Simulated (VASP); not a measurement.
PbSe, 2 atoms in the cell. The structure is cubic, space group Fm-3m (No. 225). The conventional cell has a = 6.332 Å, b = 6.332 Å, c = 6.332 Å, α = 90.00°, β = 90.00°, γ = 90.00°. Within 4.2 Å of Pb (site symmetry m-3m) lie 6 Se at 3.17 Å. Se (site symmetry m-3m) has 6 Pb at 3.17 Å within 4.2 Å.  This cell differs from its parent crystal: volume scaled by 1.10.

* Program: VASP 6.6.1
* Task: single point
* Functional: PBE
* Dispersion: D3(BJ)
* Potentials or basis: VASP PAW PBE potentials, release 64 (Pb_d, Se)
* Cutoff: 520 eV
* k mesh: 10 × 10 × 10
* Occupations: gaussian, width 0.01 eV
* Spin: no spin polarisation
* Dipole correction: no
* Further INCAR settings: ALGO = Normal; EDIFF = 1e-07; NBANDS = 17

Potentials or basis: VASP PAW PBE potentials, release 64 (Pb_d, Se).

Command:

```console
$ cat potpaw_PBE.64/Pb_d/POTCAR potpaw_PBE.64/Se/POTCAR > POTCAR
$ mpirun -np 1 vasp_std > vasp.out
```

Hardware: 1 thread of Intel(R) Xeon(R) Platinum 8259CL CPU @ 2.50GHz (Skylake/Cascade Lake), with other jobs on the host.

Task: Estimate the wall time of this run.

Result: Wall time 58 s on 1 thread of Intel(R) Xeon(R) Platinum 8259CL CPU @ 2.50GHz (Skylake/Cascade Lake), on a shared host, peak memory 0.24 GiB. Counts: scf iterations 13, k points 47.
